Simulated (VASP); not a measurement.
# RhN (CsCl type) (Pm-3m) in VASP: a series of runs, part 2 of 2

VASP 6.6.1. Earlier steps stand in the parts before.

## 4. Density of states, LDA (volume scaled by 0.45)

Contents of POSCAR:

```
RhN
1.0
    2.0342525416      0.0000000000      0.0000000000
    0.0000000000      2.0342525416      0.0000000000
    0.0000000000      0.0000000000      2.0342525416
Rh N
1 1
Direct
    0.0000000000      0.0000000000      0.0000000000
    0.5000000000      0.5000000000      0.5000000000
```

Contents of INCAR.step1:

```
SYSTEM = RhN
  PREC = Accurate
  ENCUT = 520
  EDIFF = 1E-6
  ISMEAR = -1
  SIGMA = 0.1
  LREAL = .FALSE.
  LASPH = .TRUE.
  NELM = 100
  ALGO = Normal
  ISIF = 2
  LWAVE = .FALSE.
  LCHARG = .TRUE.
  LMAXMIX = 4
  GGA = CA
  NBANDS = 17
```

Contents of KPOINTS.step1:

```
Automatic mesh
0
G
  15 15 15
  0 0 0
```

Contents of INCAR.step2:

```
SYSTEM = RhN
  PREC = Accurate
  ENCUT = 520
  EDIFF = 1E-6
  ISMEAR = -5
  SIGMA = 0.1
  LREAL = .FALSE.
  LASPH = .TRUE.
  NELM = 100
  ALGO = Normal
  ISIF = 2
  LWAVE = .FALSE.
  LCHARG = .FALSE.
  LMAXMIX = 4
  GGA = CA
  LORBIT = 11
  NEDOS = 2001
  ICHARG = 11
```

Contents of KPOINTS.step2:

```
Automatic mesh
0
G
  23 23 23
  0 0 0
```

Potentials or basis: VASP PAW LDA potentials, release 64 (Rh_pv, N).

The run is started by

```bash
cat potpaw_LDA.64/Rh_pv/POTCAR potpaw_LDA.64/N/POTCAR > POTCAR
cp INCAR.step1 INCAR
cp KPOINTS.step1 KPOINTS
mpirun -np 1 vasp_std > vasp.out
cp INCAR.step2 INCAR
cp KPOINTS.step2 KPOINTS
mpirun -np 1 vasp_std > vasp.out
```

OUTCAR:

```text
SYSTEM = RhN
   PREC = Accurate
   ENCUT = 520
   EDIFF = 1E-6
   ISMEAR = -5
   LREAL = .FALSE.
   LASPH = .TRUE.
   NELM = 100
   ISIF = 2
   GGA = CA
   LORBIT = 11
   ICHARG = 11

 ion  position               nearest neighbor table
   1  0.000  0.000  0.000-   2 1.76   2 1.76   2 1.76   2 1.76   2 1.76   2 1.76   2 1.76   2 1.76

   2  0.500  0.500  0.500-   1 1.76   1 1.76   1 1.76   1 1.76   1 1.76   1 1.76   1 1.76   1 1.76

  LATTYP: Found a simple cubic cell.
 ALAT       =     2.0342525416

  Lattice vectors:

 A1 = (   2.0342525416,   0.0000000000,   0.0000000000)
 A2 = (   0.0000000000,   2.0342525416,   0.0000000000)
 A3 = (   0.0000000000,   0.0000000000,   2.0342525416)

Analysis of symmetry for initial positions (statically):
=====================================================================
 Subroutine PRICEL returns:
 Original cell was already a primitive cell.

 Routine SETGRP: Setting up the symmetry group for a
 simple cubic supercell.

 Subroutine GETGRP returns: Found 48 space group operations
 (whereof 48 operations were pure point group operations)
 out of a pool of 48 trial point group operations.

The static configuration has the point symmetry O_h .

Analysis of symmetry for dynamics (positions and initial velocities):
=====================================================================
 Subroutine PRICEL returns:
 Original cell was already a primitive cell.

 Routine SETGRP: Setting up the symmetry group for a
 simple cubic supercell.

 Subroutine GETGRP returns: Found 48 space group operations
 (whereof 48 operations were pure point group operations)
 out of a pool of 48 trial point group operations.

The dynamic configuration has the point symmetry O_h .

 Subroutine INISYM returns: Found 48 space group operations
 (whereof 48 operations are pure point group operations),
 and found     1 'primitive' translations

----------------------------------------------------------------------------------------

                                     Primitive cell

  volume of cell :       8.4181

  direct lattice vectors                    reciprocal lattice vectors
     2.034252542  0.000000000  0.000000000     0.491581050  0.000000000  0.000000000
     0.000000000  2.034252542  0.000000000     0.000000000  0.491581050  0.000000000
     0.000000000  0.000000000  2.034252542     0.000000000  0.000000000  0.491581050

  length of vectors
     2.034252542  2.034252542  2.034252542     0.491581050  0.491581050  0.491581050

  position of ions in fractional coordinates (direct lattice)
     0.000000000  0.000000000  0.000000000
     0.500000000  0.500000000  0.500000000

  ion indices of the primitive-cell ions
   primitive index   ion index
                 1           1
                 2           2

----------------------------------------------------------------------------------------

 KPOINTS: Automatic mesh

Automatic generation of k-mesh.
 Grid dimensions read from file:
 generate k-points for:   23   23   23

 Generating k-lattice:

  Cartesian coordinates                     Fractional coordinates (reciprocal lattice)
     0.021373089  0.000000000  0.000000000     0.043478261  0.000000000  0.000000000
     0.000000000  0.021373089  0.000000000     0.000000000  0.043478261  0.000000000
     0.000000000  0.000000000  0.021373089     0.000000000  0.000000000  0.043478261

  Length of vectors
[... 43 lines left out ...]
   dimension x,y,z NGXF=    32 NGYF=   32 NGZF=   32
   ions per type =               1   1
   NGX,Y,Z   is equivalent  to a cutoff of  13.08, 13.08, 13.08 a.u.
   NGXF,Y,Z  is equivalent  to a cutoff of  26.15, 26.15, 26.15 a.u.
 SYSTEM =  RhN
   PREC   = accura    normal or accurate (medium, high low for compatibility)
   ISTART =      0    job   : 0-new  1-cont  2-samecut
   ICHARG =     11    charge: 1-file 2-atom 10-const
   ISPIN  =      1    spin polarized calculation?
   LNONCOLLINEAR =      F non collinear calculations
   LSORBIT =      F    spin-orbit coupling
   LASPH  =      T    aspherical Exc in radial PAW
   ENCUT  =  520.0 eV  38.22 Ry    6.18 a.u.   3.78  3.78  3.78*2*pi/ulx,y,z
   NELM   =    100;   NELMIN=  2; NELMDL=  0     # of ELM steps
   EDIFF  = 0.1E-05   stopping-criterion for ELM
   LREAL  =      F    real-space projection
   EDIFFG = 0.1E-04   stopping-criterion for IOM
   NSW    =      0    number of steps for IOM
   IBRION =     -1    ionic relax: 0-MD 1-quasi-New 2-CG
   NFREE  =      0    steps in history (QN), initial steepest desc. (CG)
   ISIF   =      2    stress and relaxation
   ISYM   =      2    0-nonsym 1-usesym 2-fastsym
   POTIM  = 0.5000    time-step for ionic-motion
   TEBEG  =    0.0;   TEEND  =   0.0 temperature during run
   PSTRESS=    0.0 pullay stress
   NELECT =      20.0000    total number of electrons
   NUPDOWN=      -1.0000    fix difference up-down
   EMIN   =  10.00;   EMAX   =-10.00  energy-range for DOS
   EFERMI =   0.00;   METHOD = LEGACY
   ISMEAR =    -5;   SIGMA  =   0.10  broadening in eV -4-tet -1-fermi 0-gaus
   EFERMI_NEDOS =   21; number of points for ismear=-14 and -15
   IALGO  =     38    algorithm
   IMIX   =      4    mixing-type and parameters
     AMIX     =   0.40;   BMIX     =  1.00
     AMIX_MAG =   1.60;   BMIX_MAG =  1.00
  volume/ion in A,a.u.               =       4.21        28.40
  Fermi-wavevector in a.u.,A,eV,Ry     =   2.184473  4.128055 64.925929  4.771921
  Thomas-Fermi vector in A             =   3.151572
   LORBIT       =     11    0 simple, 1 ext, 2 COOP (PROOUT), +10 PAW based schemes
   GGA     = CA    functional components
   LHFCALC =     F    Hartree Fock is set to
   AEXX    =    0.0000 exact exchange contribution
   IVDW    =     0    specifies the selected vdW correction
   LEPSILON=     F    determine dielectric tensor
   LRPA    =     F    only Hartree local field effects (RPA)
 non-spin polarized calculation
 Fermi weights with tetrahedron method with Bloechl corrections
  energy-cutoff  :      520.00
  volume of cell :        8.42
 maximum number of plane-waves:       251
 NGX is ok and might be reduce to    16

 number of electron      19.9999999 magnetization

 Free energy of the ion-electron system (eV)
  ---------------------------------------------------
  ext. energy  EPLUGINS =         0.00000000
  ---------------------------------------------------
  free energy    TOTEN  =         9.58179810 eV

  energy without entropy =        9.58179810  energy(sigma->0) =        9.58179810

 E-fermi :  34.5919     XC(G=0): -20.0666

 val. band max:       34.8038778134   @ k =   0.1739   0.1739   0.1739
 cond. band min:      34.5364854487   @ k =   0.3478   0.2174   0.1304
 fundamental gap:     -0.2673923647
 Fermi energy:        34.5918905599

 k-point     1 :       0.0000    0.0000    0.0000
  band No.  band energies     occupation
      1     -16.5987      2.00000
      2     -16.5987      2.00000
      3     -16.5987      2.00000
      4       5.7117      2.00000
      5      16.3086      2.00000
      6      16.3086      2.00000
      7      27.9337      2.00000
      8      27.9337      2.00000
      9      27.9337      2.00000
     10      31.7503      2.00000
     11      31.7503      2.00000
     12      31.7503      2.00000
     13      51.0108      0.00000
     14      53.4147      0.00000
[... 377 lines left out ...]
      1     -17.1204      2.00000
      2     -17.0051      2.00000
      3     -16.5014      2.00000
      4       6.5310      2.00000
      5      16.7475      2.00000
      6      17.1213      2.00000
      7      25.2930      2.00000
      8      25.9948      2.00000
      9      27.9664      2.00000
     10      31.1870      2.00000
     11      33.5207      2.00000
     12      34.1814      1.68852
     13      51.0145      0.00000
     14      52.2817      0.00000

 [... further k-points ...]
[... 5 lines left out ...]
  --------------------------------------------------------------------------------------
  -------------------------------------------------------------------------------------
  Total       84.5755210     84.5755210     84.5755210     -0.0000000     -0.0000000     -0.0000000
  in kB    16096.8412918  16096.8412918  16096.8412918     -0.0000000     -0.0000000     -0.0000000
  external PRESSURE =   16096.8412918 kB  Pullay stress =       0.0000000 kB

 VOLUME and BASIS-vectors are now :
 -----------------------------------------------------------------------------
  energy-cutoff  :      520.00
  volume of cell :        8.42
      direct lattice vectors                 reciprocal lattice vectors
     2.034252542  0.000000000  0.000000000     0.491581050  0.000000000  0.000000000
     0.000000000  2.034252542  0.000000000     0.000000000  0.491581050  0.000000000
     0.000000000  0.000000000  2.034252542     0.000000000  0.000000000  0.491581050

 POSITION                                       TOTAL-FORCE (eV/Angst)
 -----------------------------------------------------------------------------------
      0.00000      0.00000      0.00000         0.000000      0.000000      0.000000
      1.01713      1.01713      1.01713         0.000000      0.000000      0.000000
 -----------------------------------------------------------------------------------
    total drift:                                0.000000      0.000000      0.000000

  FREE ENERGIE OF THE ION-ELECTRON SYSTEM (eV)
  ---------------------------------------------------
  free  energy   TOTEN  =         9.5817980984 eV

  energy  without entropy=        9.5817980984  energy(sigma->0) =        9.58179810

 total charge

# of ion       s       p       d       tot
------------------------------------------
    1        0.851   7.460   9.088  17.400
    2        1.414   3.141   0.000   4.555
--------------------------------------------------
tot          2.265  10.601   9.088  21.955
```

It took 11 s on 1 thread of Intel Xeon 6975P-C (Granite Rapids), shared host; peak memory 0.16 GiB.

Levels at points of the mesh, in eV from the Fermi level:
```csv
k point,band 7,band 8,band 9,band 10,band 11,band 12,band 13,band 14
"(0.00, 0.00, 0.00)",-6.66,-6.66,-6.66,-2.84,-2.84,-2.84,16.42,18.82
```

Caveat: tetrahedron occupations give inexact forces and stress in metals.
